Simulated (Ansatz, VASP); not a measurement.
## BaS: VASP beside Ansatz

The input INCAR:

```
PREC = Accurate
ENCUT = 520
EDIFF = 1E-7
ISMEAR = 0
SIGMA = 0.020999999999999998
LREAL = F
LASPH = T
NELM = 80
ALGO = Normal
ISIF = 2
LWAVE = F
LCHARG = F
GGA = PE
NBANDS = 15
```

File KPOINTS:

```
regular mesh
0
Gamma
  7 7 7
```

The input POSCAR:

```
BaS
1.0
    0.0000000000      3.1937500000      3.1937500000
    3.1937500000      0.0000000000      3.1937500000
    3.1937500000      3.1937500000      0.0000000000
Ba S
1 1
Direct
    0.0000000000      0.0000000000      0.0000000000
    0.5000000000      0.5000000000      0.5000000000
```

Contents of input.yaml:

```yaml
crystal:
  lattice:
    - [0.0, 3.19375, 3.19375]
    - [3.19375, 0.0, 3.19375]
    - [3.19375, 3.19375, 0.0]
  atoms:
    - { symbol: Ba, position: [0.0, 0.0, 0.0] }
    - { symbol: S, position: [0.5, 0.5, 0.5] }
kpoints:
  mp_grid: { grid: [7, 7, 7] }
scf:
  occupations: { method: gaussian, width: 0.021 }
hamiltonian:
  xc: pbe
  pseudopotentials: { kind: all_electron, lapw: { basis_error: 0.001 } }
output:
  forces: true
  stress: true
  eigenvalues: true
```

Alike in both runs: task single point; functional PBE; k mesh 7 × 7 × 7; occupations gaussian, width 0.021 eV; no spin polarisation.

|  | VASP | Ansatz |
| --- | --- | --- |
| version | VASP 6.6.1 | Ansatz 0.2.0 |
| potentials or method | VASP PAW PBE potentials, release 64 (Ba_sv, S), cutoff 520 eV | all-electron LAPW, scalar-relativistic |

Ansatz gave:

```
gap on the k mesh at the Fermi level (eV) : 2.26
least direct gap on the mesh (eV)         : 2.38
pressure (GPa)                            : 0.8
```

Question: What did VASP give for the same quantities?

Answer: gap on the k mesh at the Fermi level (eV): 2.17; least direct gap on the mesh (eV): 2.31; pressure (GPa): 1.4.

Ansatz ran all-electron here, and VASP with PAW potentials.

Spin-orbit coupling is off throughout.
